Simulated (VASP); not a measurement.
# Fe in VASP: further runs

Fe is run at these levels: PBE; tasks: single point.

Everything below comes from runs of VASP 6.6.1. Logs are shortened: lines on timing, memory, paths and dates and some standing lists are left out, and cuts for length are marked.

**1. The cell of the first run**

The structure is orthorhombic, space group Immm (No. 71). The conventional cell has a = 2.832 Å, b = 2.898 Å, c = 2.935 Å, α = 90.00°, β = 90.00°, γ = 90.00°. Fe (site symmetry mmm) has 14 Fe at 2.50 to 2.94 Å within 3.3 Å.

**2. Single point, PBE, collinear spin, ferromagnetic start (normal strain along x +0.0367, normal strain along z +0.0233)**

INCAR

```
SYSTEM = Fe
ALGO = Normal
EDIFF = 1E-7
ENCUT = 520
GGA = PE
ISIF = 2
ISMEAR = 0
ISPIN = 2
LASPH = .True.
LCHARG = .False.
LMAXMIX = 4
LORBIT = 11
LREAL = .False.
LWAVE = .False.
MAGMOM = 2.44
NBANDS = 14
NELM = 150
PREC = Accurate
SIGMA = 0.15
```

KPOINTS

```
k-points
0
Gamma
  10 10 10
  0 0 0
```

POSCAR

```
Fe
1.0
   -1.4677340298      1.4157750842      1.4487626437
    1.4677340298     -1.4157750842      1.4487626437
    1.4677340298      1.4157750842     -1.4487626437
Fe
1
Direct
    0.0000000000      0.0000000000      0.0000000000
```

Potentials or basis: VASP PAW PBE potentials, release 64 (Fe).

The run is started by

```
> cat potpaw_PBE.64/Fe/POTCAR > POTCAR
> mpirun -np 1 vasp_std > vasp.out
```

OUTCAR:

```text
SYSTEM = Fe
   EDIFF = 1E-7
   ENCUT = 520
   GGA = PE
   ISIF = 2
   ISMEAR = 0
   ISPIN = 2
   LASPH = .True.
   LORBIT = 11
   LREAL = .False.
   NELM = 150
   PREC = Accurate

 ion  position               nearest neighbor table
   1  0.000  0.000  0.000-

  LATTYP: Found a body centered orthorhombic cell.
 ALAT       =     2.8315501684
 B/A-ratio  =     1.0233000000
 C/A-ratio  =     1.0367000000

  Lattice vectors:

 A1 = (  -1.4677340298,  -1.4157750842,  -1.4487626437)
 A2 = (  -1.4677340298,   1.4157750842,   1.4487626437)
 A3 = (   1.4677340298,   1.4157750842,  -1.4487626437)

Analysis of symmetry for initial positions (statically):
=====================================================================
 Subroutine PRICEL returns:
 Original cell was already a primitive cell.

 Routine SETGRP: Setting up the symmetry group for a
 body centered orthorhombic supercell.

 Subroutine GETGRP returns: Found  8 space group operations
 (whereof  8 operations were pure point group operations)
 out of a pool of  8 trial point group operations.

The static configuration has the point symmetry D_2h.

Analysis of symmetry for dynamics (positions and initial velocities):
=====================================================================
 Subroutine PRICEL returns:
 Original cell was already a primitive cell.

 Routine SETGRP: Setting up the symmetry group for a
 body centered orthorhombic supercell.

 Subroutine GETGRP returns: Found  8 space group operations
 (whereof  8 operations were pure point group operations)
 out of a pool of  8 trial point group operations.

The dynamic configuration has the point symmetry D_2h.

Analysis of structural, dynamic, and magnetic symmetry:
=====================================================================
 Subroutine PRICEL returns:
 Original cell was already a primitive cell.

 Routine SETGRP: Setting up the symmetry group for a
 body centered orthorhombic supercell.

 Subroutine GETGRP returns: Found  8 space group operations
 (whereof  8 operations were pure point group operations)
 out of a pool of  8 trial point group operations.

The overall configuration has the point symmetry D_2h.

 Subroutine INISYM returns: Found  8 space group operations
 (whereof  8 operations are pure point group operations),
 and found     1 'primitive' translations

----------------------------------------------------------------------------------------

                                     Primitive cell

  volume of cell :      12.0420

  direct lattice vectors                    reciprocal lattice vectors
    -1.467734030  1.415775084  1.448762644     0.000000000  0.353163441  0.345122096
     1.467734030 -1.415775084  1.448762644     0.340661176  0.000000000  0.345122096
     1.467734030  1.415775084 -1.448762644     0.340661176  0.353163441  0.000000000

  length of vectors
     2.501514635  2.501514635  2.501514635     0.493795177  0.484932261  0.490687734

  position of ions in fractional coordinates (direct lattice)
     0.000000000  0.000000000  0.000000000

  ion indices of the primitive-cell ions
   primitive index   ion index
                 1           1

----------------------------------------------------------------------------------------

 KPOINTS: k-points

Automatic generation of k-mesh.
 Grid dimensions read from file:
 generate k-points for:   10   10   10

 Generating k-lattice:

  Cartesian coordinates                     Fractional coordinates (reciprocal lattice)
     0.000000000  0.035316344  0.034512210     0.100000000  0.000000000 -0.000000000
     0.034066118  0.000000000  0.034512210     0.000000000  0.100000000 -0.000000000
     0.034066118  0.035316344  0.000000000     0.000000000  0.000000000  0.100000000

  Length of vectors
     0.049379518  0.048493226  0.049068773

  Shift w.r.t. Gamma in fractional coordinates (k-lattice)
     0.000000000  0.000000000  0.000000000

 Subroutine IBZKPT returns following result:
 ===========================================

 Found    171 irreducible k-points:

 Following reciprocal coordinates:
            Coordinates               Weight
  0.000000  0.000000  0.000000      1.000000
  0.100000  0.000000 -0.000000      4.000000
  0.200000  0.000000 -0.000000      4.000000
  0.300000  0.000000 -0.000000      4.000000
  0.400000  0.000000 -0.000000      4.000000
  0.500000  0.000000 -0.000000      2.000000
[... 16 lines left out ...]
 -0.400000  0.200000  0.000000      8.000000
 -0.300000  0.200000  0.000000      8.000000
 [... further k-points ...]
   k-points           NKPTS =    171   k-points in BZ     NKDIM =    171   number of bands    NBANDS=     14
   number of dos      NEDOS =    301   number of ions     NIONS =      1
   total plane-waves  NPLWV =   8000
   dimension x,y,z NGX =    20 NGY =   20 NGZ =   20
   dimension x,y,z NGXF=    40 NGYF=   40 NGZF=   40
   ions per type =               1
   NGX,Y,Z   is equivalent  to a cutoff of  13.29, 13.29, 13.29 a.u.
   NGXF,Y,Z  is equivalent  to a cutoff of  26.58, 26.58, 26.58 a.u.
 SYSTEM =  Fe
   PREC   = accura    normal or accurate (medium, high low for compatibility)
   ISTART =      0    job   : 0-new  1-cont  2-samecut
   ICHARG =      2    charge: 1-file 2-atom 10-const
   ISPIN  =      2    spin polarized calculation?
   LNONCOLLINEAR =      F non collinear calculations
   LSORBIT =      F    spin-orbit coupling
   LASPH  =      T    aspherical Exc in radial PAW
   ENCUT  =  520.0 eV  38.22 Ry    6.18 a.u.   4.65  4.65  4.65*2*pi/ulx,y,z
   NELM   =    150;   NELMIN=  2; NELMDL= -5     # of ELM steps
   EDIFF  = 0.1E-06   stopping-criterion for ELM
   LREAL  =      F    real-space projection
   EDIFFG = 0.1E-05   stopping-criterion for IOM
   NSW    =      0    number of steps for IOM
   IBRION =     -1    ionic relax: 0-MD 1-quasi-New 2-CG
   NFREE  =      0    steps in history (QN), initial steepest desc. (CG)
   ISIF   =      2    stress and relaxation
   ISYM   =      2    0-nonsym 1-usesym 2-fastsym
   POTIM  = 0.5000    time-step for ionic-motion
   TEBEG  =    0.0;   TEEND  =   0.0 temperature during run
   PSTRESS=    0.0 pullay stress
   NELECT =       8.0000    total number of electrons
   NUPDOWN=      -1.0000    fix difference up-down
   EMIN   =  10.00;   EMAX   =-10.00  energy-range for DOS
   EFERMI =   0.00;   METHOD = LEGACY
   ISMEAR =     0;   SIGMA  =   0.15  broadening in eV -4-tet -1-fermi 0-gaus
   EFERMI_NEDOS =   21; number of points for ismear=-14 and -15
   IALGO  =     38    algorithm
   IMIX   =      4    mixing-type and parameters
     AMIX     =   0.40;   BMIX     =  1.00
     AMIX_MAG =   1.60;   BMIX_MAG =  1.00
  volume/ion in A,a.u.               =      12.04        81.26
  Fermi-wavevector in a.u.,A,eV,Ry     =   1.428472  2.699422 27.763145  2.040534
  Thomas-Fermi vector in A             =   2.548530
   LORBIT       =     11    0 simple, 1 ext, 2 COOP (PROOUT), +10 PAW based schemes
   GGA     = PE    functional components
   LHFCALC =     F    Hartree Fock is set to
   AEXX    =    0.0000 exact exchange contribution
   IVDW    =     0    specifies the selected vdW correction
   LEPSILON=     F    determine dielectric tensor
   LRPA    =     F    only Hartree local field effects (RPA)
 spin polarized calculation
 Gauss-broadening in eV      SIGMA  =   0.15
  energy-cutoff  :      520.00
  volume of cell :       12.04
 maximum number of plane-waves:       338
   NGX =  9   NGY =  9   NGZ =  9

 number of electron       7.9999996 magnetization       2.2177564

 Free energy of the ion-electron system (eV)
  ---------------------------------------------------
  ext. energy  EPLUGINS =         0.00000000
  ---------------------------------------------------
  free energy    TOTEN  =        -8.22278900 eV

  energy without entropy =       -8.21041987  energy(sigma->0) =       -8.21660444

 E-fermi :   5.2123     XC(G=0): -12.7903

 val. band max:        5.2065928347   @ k =  -0.4000   0.4000   0.1000
 cond. band min:       5.2156395899   @ k =   0.0000   0.4000   0.0000
 fundamental gap:      0.0090467552
 Fermi energy:         5.2122500943

 spin component 1

 k-point     1 :       0.0000    0.0000    0.0000
  band No.  band energies     occupation
      1      -2.8350      1.00000
      2       2.9589      1.00000
      3       3.0732      1.00000
      4       3.1274      1.00000
      5       4.0599      1.00000
      6       4.2079      1.00000
      7      29.3519      0.00000
      8      29.6087      0.00000
      9      30.1623      0.00000
     10      34.1850      0.00000
     11      34.6884      0.00000
     12      35.7747      0.00000
     13      36.0010      0.00000
     14      36.4381      0.00000

 k-point     2 :       0.1000    0.0000   -0.0000
  band No.  band energies     occupation
      1      -2.4359      1.00000
      2       2.9013      1.00000
      3       3.1065      1.00000
      4       3.2286      1.00000
      5       4.0601      1.00000
      6       4.1398      1.00000
      7      27.5059      0.00000
      8      28.9717      0.00000
      9      29.0083      0.00000
     10      32.5434      0.00000
     11      33.4769      0.00000
     12      33.6601      0.00000
     13      36.2438      0.00000
     14      37.2379      0.00000
[... 343 lines left out ...]
      1       0.7858      1.00000
      2       2.3050      1.00000
      3       2.5848      1.00000
      4       3.9542      1.00000
      5       4.4967      1.00000
      6       5.5722      0.00034
      7      18.5813      0.00000
      8      19.3846      0.00000
      9      24.9501      0.00000
     10      30.1548      0.00000
     11      33.5304      0.00000
     12      37.5270      0.00000
     13      40.0053      0.00000
     14      44.6793      0.00000

 k-point    24 :      -0.3000    0.2000    0.0000
  band No.  band energies     occupation
      1      -0.3784      1.00000
      2       2.5374      1.00000
      3       2.7377      1.00000
      4       3.9272      1.00000
      5       4.3144      1.00000
      6       4.4135      1.00000
      7      20.5832      0.00000
      8      23.7461      0.00000
      9      26.8098      0.00000
     10      29.7321      0.00000
     11      33.2321      0.00000
     12      34.4581      0.00000
     13      40.0522      0.00000
     14      40.7522      0.00000

 [... further k-points ...]

 spin component 2

 k-point     1 :       0.0000    0.0000    0.0000
  band No.  band energies     occupation
      1      -2.7111      1.00000
      2       4.8591      0.99956
      3       5.0277      0.95906
      4       5.1168      0.81603
      5       6.7993      0.00000
      6       7.0376      0.00000
      7      29.0376      0.00000
      8      29.3034      0.00000
      9      29.8586      0.00000
     10      34.3865      0.00000
     11      34.7677      0.00000
     12      36.3769      0.00000
     13      37.0860      0.00000
     14      37.1561      0.00000

 k-point     2 :       0.1000    0.0000   -0.0000
  band No.  band energies     occupation
      1      -2.3097      1.00000
      2       4.7970      0.99995
      3       5.0796      0.89450
      4       5.1835      0.60676
      5       6.7983      0.00000
      6       6.9380      0.00000
      7      27.5159      0.00000
      8      28.8531      0.00000
      9      28.8596      0.00000
     10      33.3536      0.00000
     11      33.8130      0.00000
     12      34.3191      0.00000
     13      36.3746      0.00000
     14      37.7276      0.00000
[... 343 lines left out ...]
      1       1.2933      1.00000
      2       4.0954      1.00000
      3       4.2161      1.00000
      4       6.5206      0.00000
      5       7.1774      0.00000
      6       7.5727      0.00000
      7      19.2440      0.00000
      8      20.0060      0.00000
      9      25.4517      0.00000
     10      30.2322      0.00000
     11      33.8942      0.00000
     12      37.9034      0.00000
     13      40.4157      0.00000
     14      44.9232      0.00000

 k-point    24 :      -0.3000    0.2000    0.0000
  band No.  band energies     occupation
      1      -0.1492      1.00000
      2       4.3583      1.00000
      3       4.5457      1.00000
      4       6.4400      0.00000
      5       6.5500      0.00000
      6       7.0914      0.00000
      7      21.1603      0.00000
      8      24.0948      0.00000
      9      27.4141      0.00000
     10      29.7901      0.00000
     11      33.6424      0.00000
     12      34.8678      0.00000
     13      40.4159      0.00000
     14      41.0152      0.00000

 [... further k-points ...]

------------------------ aborting loop because EDIFF is reached ----------------------------------------

  FORCE on cell =-STRESS in cart. coord.  units (eV):
  Direction    XX          YY          ZZ          XY          YZ          ZX
  --------------------------------------------------------------------------------------
  -------------------------------------------------------------------------------------
  Total       -0.9171205     -0.6412128     -0.8556372      0.0000000      0.0000000      0.0000000
  in kB     -122.0219982    -85.3127468   -113.8417005      0.0000000      0.0000000      0.0000000
  external PRESSURE =    -107.0588151 kB  Pullay stress =       0.0000000 kB

 VOLUME and BASIS-vectors are now :
 -----------------------------------------------------------------------------
  energy-cutoff  :      520.00
  volume of cell :       12.04
      direct lattice vectors                 reciprocal lattice vectors
    -1.467734030  1.415775084  1.448762644     0.000000000  0.353163441  0.345122096
     1.467734030 -1.415775084  1.448762644     0.340661176  0.000000000  0.345122096
     1.467734030  1.415775084 -1.448762644     0.340661176  0.353163441  0.000000000

 POSITION                                       TOTAL-FORCE (eV/Angst)
 -----------------------------------------------------------------------------------
      0.00000      0.00000      0.00000         0.000000     -0.000000     -0.000000
 -----------------------------------------------------------------------------------
    total drift:                                0.000000     -0.000000      0.000000

  FREE ENERGIE OF THE ION-ELECTRON SYSTEM (eV)
  ---------------------------------------------------
  free  energy   TOTEN  =        -8.2227889970 eV

  energy  without entropy=       -8.2104198742  energy(sigma->0) =       -8.21660444

 total charge

# of ion       s       p       d       tot
------------------------------------------
    1        0.461   0.491   6.201   7.154

 magnetization (x)

# of ion       s       p       d       tot
------------------------------------------
    1       -0.016  -0.061   2.307   2.231
```

It took 76 s on 1 thread of AMD EPYC 7R43 (Zen 3), shared host; peak memory 0.13 GiB.

What came out:

| Item | Value |
| --- | --- |
| Free energy | -8.2228 eV |
| Pressure | -10.7 GPa |
| Net moment | 2.22 μB per cell |
| Site moments | Fe +2.23 μB |
| Valence electrons inside the program's atomic spheres | Fe 7.15 |

Stress tensor (GPa, compression positive):
```
-12.20   0.00   0.00
  0.00  -8.53   0.00
  0.00   0.00 -11.38
```

Levels at points of the mesh, in eV from the Fermi level:
Spin up:
```
           k point  band 2  band 3  band 4  band 5  band 6  band 7  band 8  band 9
(0.00, 0.00, 0.00)   -2.25   -2.14   -2.08   -1.15   -1.00   24.14   24.40   24.95
(0.50, 0.00, 0.00)   -3.25   -0.97   -0.81    0.31    0.72    7.06   17.57   18.88
(0.00, 0.50, 0.00)   -3.02   -1.12   -0.96    0.27    0.44    6.68   18.36   19.98
(0.50, 0.50, 0.00)   -3.17   -1.07   -0.82    0.29    0.62    6.92   17.85   19.27
(0.50, 0.50, 0.50)   -4.46    0.01    0.04    0.09    8.98    9.45   10.33   14.76
```
Spin down:
| k point | band 1 | band 2 | band 3 | band 4 | band 5 | band 6 | band 7 |
| --- | --- | --- | --- | --- | --- | --- | --- |
| (0.00, 0.00, 0.00) | -7.92 | -0.35 | -0.18 | -0.10 | 1.59 | 1.83 | 23.83 |
| (0.50, 0.00, 0.00) | -3.28 | -1.53 | 0.78 | 1.67 | 2.00 | 2.55 | 8.41 |
| (0.00, 0.50, 0.00) | -3.31 | -1.24 | 0.48 | 1.41 | 1.90 | 2.54 | 8.05 |
| (0.50, 0.50, 0.00) | -3.29 | -1.43 | 0.67 | 1.56 | 1.98 | 2.55 | 8.28 |
| (0.50, 0.50, 0.50) | -2.67 | -2.60 | 2.27 | 2.27 | 2.28 | 9.20 | 9.68 |

Caveat: the cell differs from its parent crystal (normal strain along x +0.0367, normal strain along z +0.0233).

**3. Single point, PBE, collinear spin, ferromagnetic start (normal strain along x +0.0367, normal strain along z +0.0000)**

INCAR

```
ALGO = Normal
EDIFF = 1E-6
ENCUT = 600
GGA = PE
GGA_COMPAT = False
ISIF = 2
ISMEAR = 0
ISPIN = 2
LASPH = True
LCHARG = False
LMAXMIX = 4
LORBIT = 11
LREAL = False
LWAVE = False
MAGMOM = 2.44
NBANDS = 18
NELM = 200
PREC = Accurate
SIGMA = 0.15
```

KPOINTS

```
k-points
0
Gamma
  10 10 10
```

POSCAR

```
Fe
1.0
   -1.4677340298      1.4157750842      1.4157750842
    1.4677340298     -1.4157750842      1.4157750842
    1.4677340298      1.4157750842     -1.4157750842
Fe
1
Direct
    0.0000000000      0.0000000000      0.0000000000
```

Potentials or basis: VASP PAW PBE potentials, release 64 (Fe_sv).

The run is started by

```
> cat potpaw_PBE.64/Fe_sv/POTCAR > POTCAR
> mpirun -np 1 vasp_std > vasp.out
```

It took 24 s on 1 thread of AMD EPYC 9R45 (Zen 5), shared host; peak memory 0.13 GiB.

It converged, with:

```yaml
Free_energy: -8.3513 eV
Pressure: -10.8 GPa
Net_moment: 2.16 μB per cell
Site_moments: Fe +2.19 μB
Valence_electrons_inside_the_program's_atomic_spheres: Fe 13.72
```

Stress tensor (GPa, compression positive):
```
-13.62   0.00   0.00
  0.00  -9.42   0.00
  0.00   0.00  -9.42
```

Levels at points of the mesh, in eV from the Fermi level:
Spin up:
```
           k point  band 5  band 6  band 7  band 8  band 9  band 10  band 11  band 12  band 13  band 14
(0.00, 0.00, 0.00)   -8.27   -2.27   -2.27   -2.09   -1.17    -1.01    23.66    24.41    24.41    29.14
(0.50, 0.00, 0.00)   -4.76   -3.40   -0.89   -0.82    0.38     0.66     7.30    17.32    18.79    22.38
(0.00, 0.50, 0.00)   -4.74   -3.16   -1.15   -0.87    0.34     0.37     6.92    18.07    19.89    23.15
(0.50, 0.50, 0.50)   -4.70   -4.62    0.05    0.12    0.12     8.71    10.05    10.05    14.82    15.63
```
Spin down:
```
           k point  band 4  band 5  band 6  band 7  band 8  band 9  band 10  band 11
(0.00, 0.00, 0.00)  -51.28   -8.15   -0.41   -0.41   -0.15    1.54     1.82    23.37
(0.50, 0.00, 0.00)  -51.28   -3.48   -1.76    0.71    1.71    1.99     2.56     8.64
(0.00, 0.50, 0.00)  -51.28   -3.51   -1.46    0.41    1.41    1.93     2.54     8.27
(0.50, 0.50, 0.50)  -51.56   -2.87   -2.79    2.25    2.27    2.27     8.92    10.28
```

Caveat: the cell differs from its parent crystal (normal strain along x +0.0367, normal strain along z +0.0000).

(Continued in part 2 of 2.)
